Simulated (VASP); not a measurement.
# LiY3 (P1) in VASP: further runs

The runs below take LiY3 through single point, with PBEsol.

All numbers are computed with VASP 6.6.1; they aren't measurements. Logs are shortened: lines on timing, memory, paths and dates and some standing lists are left out, and cuts for length are marked.

## 1. The cell of the first run

The typed cell holds 4 atoms: a = 5.515 Å, b = 5.515 Å, c = 5.515 Å, α = 60.00°, β = 60.00°, γ = 60.00°.

## 2. Single point, PBEsol

File INCAR:

```
ALGO = Normal
EDIFF = 1E-7
ENCUT = 520
GGA = PS
ISIF = 2
ISMEAR = -1
LASPH = True
LCHARG = True
LELF = True
LREAL = False
LVHAR = True
LWAVE = False
NBANDS = 26
NELM = 80
PREC = Accurate
SIGMA = 0.05
```

File KPOINTS:

```
k-points
0
Gamma
  4 4 4
```

File POSCAR:

```
LiY3
1.0
    0.0000000000      3.8998520000      3.8998520000
    3.8998520000      0.0000000000      3.8998520000
    3.8998520000      3.8998520000      0.0000000000
Y Li
3 1
Direct
    0.4972130000      0.5049790000      0.4963850000
    0.7545110000      0.7544530000      0.7426520000
    0.2462900000      0.2419550000      0.2574190000
    0.0057220000     -0.0003600000     -0.0126970000
```

Potentials or basis: VASP PAW PBE potentials, release 64 (Y_sv, Li_sv).

Command:

```bash
cat potpaw_PBE.64/Y_sv/POTCAR potpaw_PBE.64/Li_sv/POTCAR > POTCAR
mpirun -np 1 vasp_std > vasp.out
```

OUTCAR:

```text
EDIFF = 1E-7
   ENCUT = 520
   GGA = PS
   ISIF = 2
   ISMEAR = -1
   LASPH = True
   LREAL = False
   NELM = 80
   PREC = Accurate

 ion  position               nearest neighbor table
   1  0.497  0.505  0.496-   3 3.32   2 3.34   3 3.37   2 3.38   3 3.39   2 3.39   2 3.39   3 3.43

   2  0.755  0.754  0.743-   4 3.34   1 3.34   4 3.37   1 3.38   1 3.39   1 3.39   4 3.40   4 3.40
                             3 3.82   3 3.88   3 3.89   3 3.91   3 3.93   3 3.98
   3  0.246  0.242  0.257-   4 3.29   1 3.32   1 3.37   1 3.39   4 3.39   4 3.41   4 3.42   1 3.43
                             2 3.82   2 3.88   2 3.89   2 3.91   2 3.93   2 3.98
   4  0.006  1.000  0.987-   3 3.29   2 3.34   2 3.37   3 3.39   2 3.40   2 3.40   3 3.41   3 3.42

  LATTYP: Found a face centered cubic cell.
 ALAT       =     7.7997040000

  Lattice vectors:

 A1 = (   0.0000000000,   3.8998520000,   3.8998520000)
 A2 = (   3.8998520000,   0.0000000000,   3.8998520000)
 A3 = (   3.8998520000,   3.8998520000,   0.0000000000)

Analysis of symmetry for initial positions (statically):
=====================================================================
 Subroutine PRICEL returns:
 Original cell was already a primitive cell.

 Routine SETGRP: Setting up the symmetry group for a
 face centered cubic supercell.

 Subroutine GETGRP returns: Found  1 space group operations
 (whereof  1 operations were pure point group operations)
 out of a pool of 48 trial point group operations.

The static configuration has the point symmetry C_1 .

Analysis of symmetry for dynamics (positions and initial velocities):
=====================================================================
 Subroutine PRICEL returns:
 Original cell was already a primitive cell.

 Routine SETGRP: Setting up the symmetry group for a
 face centered cubic supercell.

 Subroutine GETGRP returns: Found  1 space group operations
 (whereof  1 operations were pure point group operations)
 out of a pool of 48 trial point group operations.

The dynamic configuration has the point symmetry C_1 .

 Subroutine INISYM returns: Found  1 space group operations
 (whereof  1 operations are pure point group operations),
 and found     1 'primitive' translations

----------------------------------------------------------------------------------------

                                     Primitive cell

  volume of cell :     118.6245

  direct lattice vectors                    reciprocal lattice vectors
     0.000000000  3.899852000  3.899852000    -0.128209994  0.128209994  0.128209994
     3.899852000  0.000000000  3.899852000     0.128209994 -0.128209994  0.128209994
     3.899852000  3.899852000  0.000000000     0.128209994  0.128209994 -0.128209994

  length of vectors
     5.515223590  5.515223590  5.515223590     0.222066223  0.222066223  0.222066223

  position of ions in fractional coordinates (direct lattice)
     0.497213000  0.504979000  0.496385000
     0.754511000  0.754453000  0.742652000
     0.246290000  0.241955000  0.257419000
     0.005722000  0.999640000  0.987303000

  ion indices of the primitive-cell ions
   primitive index   ion index
                 1           1
                 2           2
                 3           3
                 4           4

----------------------------------------------------------------------------------------

 KPOINTS: k-points

Automatic generation of k-mesh.
 Grid dimensions read from file:
 generate k-points for:    4    4    4

 Generating k-lattice:

  Cartesian coordinates                     Fractional coordinates (reciprocal lattice)
    -0.032052498  0.032052498  0.032052498     0.250000000  0.000000000  0.000000000
     0.032052498 -0.032052498  0.032052498     0.000000000  0.250000000  0.000000000
     0.032052498  0.032052498 -0.032052498     0.000000000  0.000000000  0.250000000

  Length of vectors
     0.055516556  0.055516556  0.055516556

  Shift w.r.t. Gamma in fractional coordinates (k-lattice)
     0.000000000  0.000000000  0.000000000

 Subroutine IBZKPT returns following result:
 ===========================================

 Found     36 irreducible k-points:

 Following reciprocal coordinates:
            Coordinates               Weight
  0.000000  0.000000  0.000000      1.000000
  0.250000  0.000000  0.000000      2.000000
  0.000000  0.250000  0.000000      2.000000
  0.000000  0.000000  0.250000      2.000000
  0.250000  0.250000  0.250000      2.000000
  0.500000  0.000000  0.000000      1.000000
[... 16 lines left out ...]
  0.250000  0.500000  0.500000      2.000000
  0.500000  0.000000  0.250000      2.000000
 [... further k-points ...]
   k-points           NKPTS =     36   k-points in BZ     NKDIM =     36   number of bands    NBANDS=     26
   number of dos      NEDOS =    301   number of ions     NIONS =      4
   total plane-waves  NPLWV =  74088
   dimension x,y,z NGX =    42 NGY =   42 NGZ =   42
   dimension x,y,z NGXF=    84 NGYF=   84 NGZF=   84
   ions per type =               3   1
   NGX,Y,Z   is equivalent  to a cutoff of  12.66, 12.66, 12.66 a.u.
   NGXF,Y,Z  is equivalent  to a cutoff of  25.32, 25.32, 25.32 a.u.
 SYSTEM =  unknown system
   PREC   = accura    normal or accurate (medium, high low for compatibility)
   ISTART =      0    job   : 0-new  1-cont  2-samecut
   ICHARG =      2    charge: 1-file 2-atom 10-const
   ISPIN  =      1    spin polarized calculation?
   LNONCOLLINEAR =      F non collinear calculations
   LSORBIT =      F    spin-orbit coupling
   LASPH  =      T    aspherical Exc in radial PAW
   ENCUT  =  520.0 eV  38.22 Ry    6.18 a.u.  10.25 10.25 10.25*2*pi/ulx,y,z
   NELM   =     80;   NELMIN=  2; NELMDL= -5     # of ELM steps
   EDIFF  = 0.1E-06   stopping-criterion for ELM
   LREAL  =      F    real-space projection
   EDIFFG = 0.1E-05   stopping-criterion for IOM
   NSW    =      0    number of steps for IOM
   IBRION =     -1    ionic relax: 0-MD 1-quasi-New 2-CG
   NFREE  =      0    steps in history (QN), initial steepest desc. (CG)
   ISIF   =      2    stress and relaxation
   ISYM   =      2    0-nonsym 1-usesym 2-fastsym
   POTIM  = 0.5000    time-step for ionic-motion
   TEBEG  =    0.0;   TEEND  =   0.0 temperature during run
   PSTRESS=    0.0 pullay stress
   NELECT =      36.0000    total number of electrons
   NUPDOWN=      -1.0000    fix difference up-down
   EMIN   =  10.00;   EMAX   =-10.00  energy-range for DOS
   EFERMI =   0.00;   METHOD = LEGACY
   ISMEAR =    -1;   SIGMA  =   0.05  broadening in eV -4-tet -1-fermi 0-gaus
   EFERMI_NEDOS =   21; number of points for ismear=-14 and -15
   IALGO  =     38    algorithm
   IMIX   =      4    mixing-type and parameters
     AMIX     =   0.40;   BMIX     =  1.00
     AMIX_MAG =   1.60;   BMIX_MAG =  1.00
  volume/ion in A,a.u.               =      29.66       200.13
  Fermi-wavevector in a.u.,A,eV,Ry     =   1.100147  2.078977 16.467462  1.210324
  Thomas-Fermi vector in A             =   2.236554
   LORBIT       =      0    0 simple, 1 ext, 2 COOP (PROOUT), +10 PAW based schemes
   GGA     = PS    functional components
   LHFCALC =     F    Hartree Fock is set to
   AEXX    =    0.0000 exact exchange contribution
   IVDW    =     0    specifies the selected vdW correction
   LEPSILON=     F    determine dielectric tensor
   LRPA    =     F    only Hartree local field effects (RPA)
 non-spin polarized calculation
  energy-cutoff  :      520.00
  volume of cell :      118.62
 maximum number of plane-waves:      3250
 NGX is ok and might be reduce to    42
   NGX = 21   NGY = 21   NGZ = 21

 number of electron      36.0000000 magnetization

 Free energy of the ion-electron system (eV)
  ---------------------------------------------------
  ext. energy  EPLUGINS =         0.00000000
  ---------------------------------------------------
  free energy    TOTEN  =       -21.61207705 eV

  energy without entropy =      -21.55858788  energy(sigma->0) =      -21.58533247

 E-fermi :   2.5094     XC(G=0):  -9.1203

 val. band max:        2.5030266646   @ k =   0.5000   0.5000   0.5000
 cond. band min:       2.5151945872   @ k =   0.2500   0.0000   0.0000
 fundamental gap:      0.0121679226
 Fermi energy:         2.5094058669

 k-point     1 :       0.0000    0.0000    0.0000
  band No.  band energies     occupation
      1     -42.4910      2.00000
      2     -40.3482      2.00000
      3     -40.3046      2.00000
      4     -40.1433      2.00000
      5     -20.4467      2.00000
      6     -20.4240      2.00000
[... 18 lines left out ...]
     25       6.0759      0.00000
     26       6.5550      0.00000

 k-point     2 :       0.2500    0.0000    0.0000
  band No.  band energies     occupation
      1     -42.4911      2.00000
      2     -40.3375      2.00000
      3     -40.3079      2.00000
      4     -40.1510      2.00000
      5     -20.4903      2.00000
      6     -20.4746      2.00000
[... 18 lines left out ...]
     25       5.2407      0.00000
     26       6.4336      0.00000

 k-point     3 :       0.0000    0.2500    0.0000
  band No.  band energies     occupation
      1     -42.4911      2.00000
      2     -40.3373      2.00000
      3     -40.3079      2.00000
      4     -40.1512      2.00000
      5     -20.4877      2.00000
      6     -20.4771      2.00000
[... 18 lines left out ...]
     25       5.2376      0.00000
     26       6.4402      0.00000

 k-point     4 :       0.0000    0.0000    0.2500
  band No.  band energies     occupation
      1     -42.4911      2.00000
      2     -40.3385      2.00000
      3     -40.3078      2.00000
      4     -40.1501      2.00000
      5     -20.4868      2.00000
      6     -20.4605      2.00000
[... 18 lines left out ...]
     25       5.1626      0.00000
     26       6.4136      0.00000
[... 496 lines left out ...]
      1     -42.4910      2.00000
      2     -40.3210      2.00000
      3     -40.3131      2.00000
      4     -40.1626      2.00000
      5     -20.5400      2.00000
      6     -20.5335      2.00000
[... 18 lines left out ...]
     25       5.0067      0.00000
     26       5.6345      0.00000

 k-point    23 :       0.2500    0.5000    0.5000
  band No.  band energies     occupation
      1     -42.4910      2.00000
      2     -40.3219      2.00000
      3     -40.3131      2.00000
      4     -40.1617      2.00000
      5     -20.5443      2.00000
      6     -20.5286      2.00000
[... 18 lines left out ...]
     25       4.9468      0.00000
     26       5.6308      0.00000

 k-point    24 :       0.5000    0.0000    0.2500
  band No.  band energies     occupation
      1     -42.4910      2.00000
      2     -40.3208      2.00000
      3     -40.3135      2.00000
      4     -40.1624      2.00000
      5     -20.5499      2.00000
      6     -20.5263      2.00000
[... 18 lines left out ...]
     25       5.0202      0.00000
     26       5.6403      0.00000

 [... further k-points ...]
[... 5 lines left out ...]
  --------------------------------------------------------------------------------------
  -------------------------------------------------------------------------------------
  Total       -1.1576030     -1.1587898     -1.1289298     -0.0749078     -0.0084424      0.0194779
  in kB      -15.6349265    -15.6509559    -15.2476588     -1.0117273     -0.1140257      0.2630745
  external PRESSURE =     -15.5111804 kB  Pullay stress =       0.0000000 kB

 VOLUME and BASIS-vectors are now :
 -----------------------------------------------------------------------------
  energy-cutoff  :      520.00
  volume of cell :      118.62
      direct lattice vectors                 reciprocal lattice vectors
     0.000000000  3.899852000  3.899852000    -0.128209994  0.128209994  0.128209994
     3.899852000  0.000000000  3.899852000     0.128209994 -0.128209994  0.128209994
     3.899852000  3.899852000  0.000000000     0.128209994  0.128209994 -0.128209994

 POSITION                                       TOTAL-FORCE (eV/Angst)
 -----------------------------------------------------------------------------------
      3.90517      3.87489      3.90840        -0.033813      0.085966     -0.046289
      5.83849      5.83871      5.88474        -0.004742     -0.031828     -0.068674
      1.94748      1.96439      1.90408        -0.033048     -0.109436      0.161014
      7.74878      3.87265      3.92076         0.071603      0.055298     -0.046051
 -----------------------------------------------------------------------------------
    total drift:                                0.000108     -0.000205     -0.000141

  FREE ENERGIE OF THE ION-ELECTRON SYSTEM (eV)
  ---------------------------------------------------
  free  energy   TOTEN  =       -21.6120770503 eV

  energy  without entropy=      -21.5585878803  energy(sigma->0) =      -21.58533247
```

It took 92 s on 1 thread of Intel Xeon Platinum 8488C (Sapphire Rapids), shared host; peak memory 0.32 GiB.

Results:

```
Free energy            : -21.6121 eV
Largest force          : 0.197 eV/Å
Band gap on the k mesh : zero (band 18 reaches 2.92 eV, above the bottom of band 19 at 2.13 eV)
```

Forces in eV/Å, atoms in the order of the input:
```
Y   -0.034  0.086 -0.046
Y   -0.005 -0.032 -0.069
Y   -0.033 -0.109  0.161
Li   0.072  0.055 -0.046
```

Caveat: the cutoff is under 1.25 times the usual one of these potentials, so pressure, stress and relaxed cells hold a basis-set (Pulay) error; the PAW data sets were made with another functional, which shifts forces and pressure a little.

## 3. Single point, PBEsol

File INCAR:

```
PREC = Accurate
ENCUT = 520
EDIFF = 1E-7
ISMEAR = -1
SIGMA = 0.025
LREAL = False
LASPH = True
NELM = 100
ALGO = Normal
ISIF = 2
LWAVE = False
LCHARG = True
GGA = PS
LELF = True
LVHAR = True
NBANDS = 26
```

File KPOINTS:

```
Automatic mesh
0
Gamma
  4 4 4
```

POSCAR is that of step 2.

Potentials or basis: VASP PAW PBE potentials, release 64 (Y_sv, Li_sv).

Command:

```bash
cat potpaw_PBE.64/Y_sv/POTCAR potpaw_PBE.64/Li_sv/POTCAR > POTCAR
mpirun -np 1 vasp_std > vasp.out
```

Wall time 1.7 min (1 thread of Intel Xeon Platinum 8488C (Sapphire Rapids), shared host); peak memory 0.3 GiB.

The run converged. Its results:

- Free energy: -21.5900 eV
- Largest force: 0.177 eV/Å
- Band gap on the k mesh: zero (band 18 reaches 2.92 eV, above the bottom of band 19 at 2.13 eV)

Forces in eV/Å, atoms in the order of the input:
```
Y   -0.032  0.082 -0.044
Y   -0.013 -0.036 -0.051
Y   -0.027 -0.102  0.142
Li   0.072  0.056 -0.047
```

Levels at points of the mesh, in eV from the Fermi level:
| k point | band 14 | band 15 | band 16 | band 17 | band 18 | band 19 | band 20 | band 21 | band 22 | band 23 |
| --- | --- | --- | --- | --- | --- | --- | --- | --- | --- | --- |
| (0.00, 0.00, 0.00) | -4.54 | -0.89 | -0.88 | -0.41 | -0.39 | -0.38 | 0.49 | 0.53 | 0.56 | 3.35 |
| (0.50, 0.00, 0.00) | -2.77 | -2.10 | -0.66 | -0.61 | -0.08 | 0.19 | 0.24 | 0.57 | 0.64 | 1.50 |
| (0.00, 0.50, 0.00) | -2.77 | -2.10 | -0.65 | -0.61 | -0.10 | 0.17 | 0.21 | 0.57 | 0.63 | 1.51 |
| (0.00, 0.00, 0.50) | -2.81 | -2.07 | -0.66 | -0.63 | 0.02 | 0.30 | 0.34 | 0.60 | 0.66 | 1.42 |
| (0.50, 0.50, 0.50) | -2.80 | -2.08 | -0.66 | -0.62 | -0.01 | 0.25 | 0.30 | 0.57 | 0.66 | 1.45 |
| (0.50, 0.50, 0.00) | -2.26 | -1.66 | -1.48 | -1.39 | 0.40 | 0.49 | 0.51 | 0.73 | 0.75 | 1.65 |
| (0.00, 0.50, 0.50) | -2.26 | -1.66 | -1.48 | -1.39 | 0.40 | 0.47 | 0.50 | 0.73 | 0.74 | 1.66 |
| (0.50, 0.00, 0.50) | -2.26 | -1.66 | -1.48 | -1.39 | 0.41 | 0.48 | 0.49 | 0.73 | 0.74 | 1.68 |

Caveat: the cutoff is under 1.25 times the usual one of these potentials, so pressure, stress and relaxed cells hold a basis-set (Pulay) error; the PAW data sets were made with another functional, which shifts forces and pressure a little.
